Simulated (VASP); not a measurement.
# InSe (R3m) in VASP: single point with PBEsol

Aim: the single point of InSe with PBEsol.

Program: VASP 6.6.1. These are calculated values, not measurements. Logs are shortened: lines on timing, memory, paths and dates and some standing lists are left out, and cuts for length are marked.

### 1 The cell of the first run

The structure is trigonal, space group R3m (No. 160). Conventional cell: a = 4.000 Å, b = 4.000 Å, c = 24.950 Å, α = 90.00°, β = 90.00°, γ = 120.00°. In (site symmetry 3m) has 3 Se at 2.64 Å and 1 In at 2.80 Å within 3.5 Å. Within 3.5 Å of In (site symmetry 3m) lie 3 Se at 2.64 Å and 1 In at 2.80 Å. Within 3.5 Å of Se (site symmetry 3m) lie 3 In at 2.64 Å. Se (site symmetry 3m) has 3 In at 2.64 Å within 3.5 Å.

### 2 Single point, PBEsol

The input, INCAR:

```
  ALGO = Normal
  EDIFF = 1E-6
  ENCUT = 520
  GGA = PS
  ISIF = 2
  ISMEAR = 0
  ISYM = 0
  LASPH = True
  LCHARG = False
  LREAL = Auto
  LWAVE = False
  NBANDS = 90
  NELM = 100
  PREC = Accurate
  SIGMA = 0.1
```

The input, KPOINTS:

```
Automatic mesh
0
Gamma
  3 3 4
  0 0 0.5
```

The input, POSCAR:

```
InSe
1.0
   -7.9999986013      0.0000000000      0.0000000000
   -3.9999993006      6.9282020189      0.0000000000
   -3.9999993006      2.3094006730     -8.3166700000
In Se
8 8
Direct
    0.5000000000      0.0000000000      0.0000000000
    0.5000000000      0.5000000000      0.0000000000
    0.0000000000      0.0000000000      0.0000000000
    0.0000000000      0.5000000000      0.0000000000
    0.6122000000      0.1122000000      0.6634000000
    0.6122000000      0.6122000000      0.6634000000
    0.1122000000      0.1122000000      0.6634000000
    0.1122000000      0.6122000000      0.6634000000
    0.1155000000      0.6155000000      0.1535000000
    0.1155000000      0.1155000000      0.1535000000
    0.6155000000      0.6155000000      0.1535000000
    0.6155000000      0.1155000000      0.1535000000
    0.3300000000      0.8300000000      0.5100000000
    0.3300000000      0.3300000000      0.5100000000
    0.8300000000      0.8300000000      0.5100000000
    0.8300000000      0.3300000000      0.5100000000
```

Potentials or basis: VASP PAW PBE potentials, release 64 (In_d, Se).

Started as:

```sh
$ cat potpaw_PBE.64/In_d/POTCAR potpaw_PBE.64/Se/POTCAR > POTCAR
$ mpirun -np 1 vasp_std > vasp.out
```

OUTCAR:

```text
EDIFF = 1E-6
   ENCUT = 520
   GGA = PS
   ISIF = 2
   ISMEAR = 0
   ISYM = 0
   LASPH = True
   LREAL = Auto
   NELM = 100
   PREC = Accurate

 ion  position               nearest neighbor table
   1  0.500  0.000  0.000-  11 2.64  12 2.64  10 2.64   5 2.80   2 4.00   2 4.00   4 4.00   4 4.00
                             3 4.00   3 4.00
   2  0.500  0.500  0.000-  12 2.64  11 2.64   9 2.64   6 2.80   1 4.00   1 4.00   3 4.00   3 4.00
                             4 4.00   4 4.00
   3  0.000  0.000  0.000-   9 2.64  10 2.64  12 2.64   7 2.80   4 4.00   4 4.00   2 4.00   2 4.00
                             1 4.00   1 4.00
   4  0.000  0.500  0.000-  10 2.64   9 2.64  11 2.64   8 2.80   3 4.00   3 4.00   1 4.00   1 4.00
                             2 4.00   2 4.00
   5  0.612  0.112  0.663-  15 2.64  16 2.64  14 2.64   1 2.80   6 4.00   6 4.00   8 4.00   8 4.00
                             7 4.00   7 4.00
   6  0.612  0.612  0.663-  16 2.64  15 2.64  13 2.64   2 2.80   5 4.00   5 4.00   7 4.00   7 4.00
                             8 4.00   8 4.00
   7  0.112  0.112  0.663-  13 2.64  14 2.64  16 2.64   3 2.80   8 4.00   8 4.00   6 4.00   6 4.00
                             5 4.00   5 4.00
   8  0.112  0.612  0.663-  14 2.64  13 2.64  15 2.64   4 2.80   7 4.00   7 4.00   5 4.00   5 4.00
                             6 4.00   6 4.00
   9  0.115  0.615  0.154-   3 2.64   4 2.64   2 2.64
  10  0.115  0.115  0.154-   4 2.64   3 2.64   1 2.64
  11  0.615  0.615  0.154-   1 2.64   2 2.64   4 2.64
  12  0.615  0.115  0.154-   2 2.64   1 2.64   3 2.64
  13  0.330  0.830  0.510-   7 2.64   8 2.64   6 2.64
  14  0.330  0.330  0.510-   8 2.64   7 2.64   5 2.64
  15  0.830  0.830  0.510-   5 2.64   6 2.64   8 2.64
  16  0.830  0.330  0.510-   6 2.64   5 2.64   7 2.64

IMPORTANT INFORMATION: All symmetrisations will be switched off!
NOSYMM: (Re-)initialisation of all symmetry stuff for point group C_1.

----------------------------------------------------------------------------------------

                                     Primitive cell

  volume of cell :     460.9565

  direct lattice vectors                    reciprocal lattice vectors
    -7.999998601  0.000000000  0.000000000    -0.125000022 -0.072168796  0.040080144
    -3.999999301  6.928202019  0.000000000     0.000000000  0.144337593  0.040080144
    -3.999999301  2.309400673 -8.316670000     0.000000000  0.000000000 -0.120240433

  length of vectors
     7.999998601  7.999998601  9.513165917     0.149799061  0.149799061  0.120240433

  position of ions in fractional coordinates (direct lattice)
     0.500000000  0.000000000  0.000000000
     0.500000000  0.500000000  0.000000000
     0.000000000  0.000000000  0.000000000
     0.000000000  0.500000000  0.000000000
     0.612200000  0.112200000  0.663400000
     0.612200000  0.612200000  0.663400000
[... 8 lines left out ...]
     0.830000000  0.830000000  0.510000000
     0.830000000  0.330000000  0.510000000
[... 118 lines left out ...]
   NUPDOWN=      -1.0000    fix difference up-down
   EMIN   =  10.00;   EMAX   =-10.00  energy-range for DOS
   EFERMI =   0.00;   METHOD = LEGACY
   ISMEAR =     0;   SIGMA  =   0.10  broadening in eV -4-tet -1-fermi 0-gaus
   EFERMI_NEDOS =   21; number of points for ismear=-14 and -15
   IALGO  =     38    algorithm
   IMIX   =      4    mixing-type and parameters
     AMIX     =   0.40;   BMIX     =  1.00
     AMIX_MAG =   1.60;   BMIX_MAG =  1.00
  volume/ion in A,a.u.               =      28.81       194.42
  Fermi-wavevector in a.u.,A,eV,Ry     =   1.131018  2.137313 17.404585  1.279201
  Thomas-Fermi vector in A             =   2.267716
   LORBIT       =      0    0 simple, 1 ext, 2 COOP (PROOUT), +10 PAW based schemes
   GGA     = PS    functional components
   LHFCALC =     F    Hartree Fock is set to
   AEXX    =    0.0000 exact exchange contribution
   IVDW    =     0    specifies the selected vdW correction
   LEPSILON=     F    determine dielectric tensor
   LRPA    =     F    only Hartree local field effects (RPA)
 non-spin polarized calculation
 Gauss-broadening in eV      SIGMA  =   0.10
  energy-cutoff  :      520.00
  volume of cell :      460.96
 maximum number of plane-waves:     12436
   NGX = 29   NGY = 29   NGZ = 35

 number of electron     152.0000013 magnetization

 Free energy of the ion-electron system (eV)
  ---------------------------------------------------
  ext. energy  EPLUGINS =         0.00000000
  ---------------------------------------------------
  free energy    TOTEN  =       -62.36806854 eV

  energy without entropy =      -62.36806854  energy(sigma->0) =      -62.36806854

 E-fermi :   4.4175     XC(G=0):  -9.1808

 val. band max:        3.9148738963   @ k =   0.0000  -0.3333   0.3750
 cond. band min:       4.8521134807   @ k =   0.0000   0.0000   0.3750
 fundamental gap:      0.9372395844
 Fermi energy:         4.4174852219

 k-point     1 :       0.0000    0.0000    0.1250
  band No.  band energies     occupation
      1     -10.7829      2.00000
      2     -10.7829      2.00000
      3     -10.7829      2.00000
      4     -10.6921      2.00000
      5     -10.6921      2.00000
      6     -10.6921      2.00000
[... 1627 lines left out ...]
     87       7.7549      0.00000
     88       7.8052      0.00000
 [bands above 88 left out]

------------------------ aborting loop because EDIFF is reached ----------------------------------------

  FORCE on cell =-STRESS in cart. coord.  units (eV):
  Direction    XX          YY          ZZ          XY          YZ          ZX
  --------------------------------------------------------------------------------------
  -------------------------------------------------------------------------------------
  Total        1.5923108      1.5986554     -0.2235238      0.0054668      0.0118077     -0.0204547
  in kB        5.5345013      5.5565539     -0.7769166      0.0190014      0.0410409     -0.0710959
  external PRESSURE =       3.4380462 kB  Pullay stress =       0.0000000 kB

 VOLUME and BASIS-vectors are now :
 -----------------------------------------------------------------------------
  energy-cutoff  :      520.00
  volume of cell :      460.96
      direct lattice vectors                 reciprocal lattice vectors
    -7.999998601  0.000000000  0.000000000    -0.125000022 -0.072168796  0.040080144
    -3.999999301  6.928202019  0.000000000     0.000000000  0.144337593  0.040080144
    -3.999999301  2.309400673 -8.316670000     0.000000000  0.000000000 -0.120240433

 POSITION                                       TOTAL-FORCE (eV/Angst)
 -----------------------------------------------------------------------------------
     -4.00000      0.00000      0.00000        -0.002608      0.001506      0.171036
     -6.00000      3.46410      0.00000        -0.002623      0.001513      0.171036
      0.00000      0.00000      0.00000        -0.002618      0.001511      0.171046
     -2.00000      3.46410      0.00000        -0.002606      0.001504      0.171024
     -8.00000      2.30940     -5.51728         0.008365     -0.004836     -0.168155
    -10.00000      5.77350     -5.51728         0.008346     -0.004810     -0.168149
[... 8 lines left out ...]
    -12.00000      6.92820     -4.24150        -0.001931      0.001116      0.024828
    -10.00000      3.46410     -4.24150        -0.001928      0.001093      0.024863
 -----------------------------------------------------------------------------------
    total drift:                                0.061231     -0.035355     -0.019435

  FREE ENERGIE OF THE ION-ELECTRON SYSTEM (eV)
  ---------------------------------------------------
  free  energy   TOTEN  =       -62.3680685388 eV

  energy  without entropy=      -62.3680685388  energy(sigma->0) =      -62.36806854
```

Wall time 17 min (1 thread of Intel Xeon Platinum 8488C (Sapphire Rapids), shared host); peak memory 0.79 GiB.

What came out:

| Item | Value |
| --- | --- |
| Free energy | -62.3681 eV |
| Pressure | 0.3 GPa |
| Largest force | 0.171 eV/Å |
| Band gap on the k mesh | 0.94 eV |

Forces in eV/Å, atoms in the order of the input:
```
In  -0.003  0.002  0.171
In  -0.003  0.002  0.171
In  -0.003  0.002  0.171
In  -0.003  0.002  0.171
In   0.008 -0.005 -0.168
In   0.008 -0.005 -0.168
In   0.008 -0.005 -0.168
In   0.008 -0.005 -0.168
Se  -0.004  0.002 -0.028
Se  -0.004  0.002 -0.028
Se  -0.004  0.002 -0.028
Se  -0.004  0.002 -0.028
Se  -0.002  0.001  0.025
Se  -0.002  0.001  0.025
Se  -0.002  0.001  0.025
Se  -0.002  0.001  0.025
```

Stress tensor (GPa, compression positive):
```
 0.55  0.00 -0.01
 0.00  0.56  0.00
-0.01  0.00 -0.08
```

Caveat: the PAW data sets were made with another functional, which shifts forces and pressure a little; spin-orbit coupling is left out, which moves the levels of the heavy elements; a shifted mesh leaves out Γ, where band edges can lie; this functional lacks dispersion, which binds the layers, so the pressure and a relaxed spacing across them are unreliable.
